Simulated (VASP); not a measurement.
Wanted: the native input for a VASP 6.6.1 run.

```
Task                   : single point
Functional             : PBE
Potentials or basis    : VASP PAW PBE potentials, release 64 (Br, S, K_sv)
Cutoff                 : 520 eV
k mesh                 : 4 × 4 × 4
Occupations            : gaussian, width 0.01 eV
Spin                   : no spin polarisation
Dipole correction      : no
Further INCAR settings : ALGO = Normal; EDIFF = 1e-06; NBANDS = 28
```

The structure of K3SBr lies in POSCAR:

```
K3SBr
1.0
    5.8689251851      0.0000000000      0.0000000000
    0.0000000000      5.8689251851      0.0000000000
    0.0000000000      0.0000000000      5.8689251851
Br S K
1 1 3
Direct
    0.0000000000      0.0000000000      0.0000000000
    0.5000000000      0.5000000000      0.5000000000
    0.5000000000      0.5000000000      0.0000000000
    0.5000000000      0.0000000000      0.5000000000
    0.0000000000      0.5000000000      0.5000000000
```

These files were run (other wordings do the same):

INCAR

```
PREC = Accurate ; ENCUT = 520
EDIFF = 1E-6 ; ISMEAR = 0
SIGMA = 0.01 ; LREAL = False
LASPH = True ; NELM = 100
ALGO = Normal ; ISIF = 2
LWAVE = False ; LCHARG = False
GGA = PE ; NBANDS = 28
```

KPOINTS

```
Automatic mesh
0
Gamma
  4 4 4
```

Potentials or basis: VASP PAW PBE potentials, release 64 (Br, S, K_sv).

Launch:

```bash
$ cat potpaw_PBE.64/Br/POTCAR potpaw_PBE.64/S/POTCAR potpaw_PBE.64/K_sv/POTCAR > POTCAR
$ mpirun -np 1 vasp_std > vasp.out
```

It gave:

```
Pressure               : 0.9 GPa
Band gap on the k mesh : 1.73 eV
```

Run time: 44 s on 1 thread of Intel(R) Xeon(R) 6975P-C (Granite Rapids), on a shared host, peak memory 0.32 GiB.
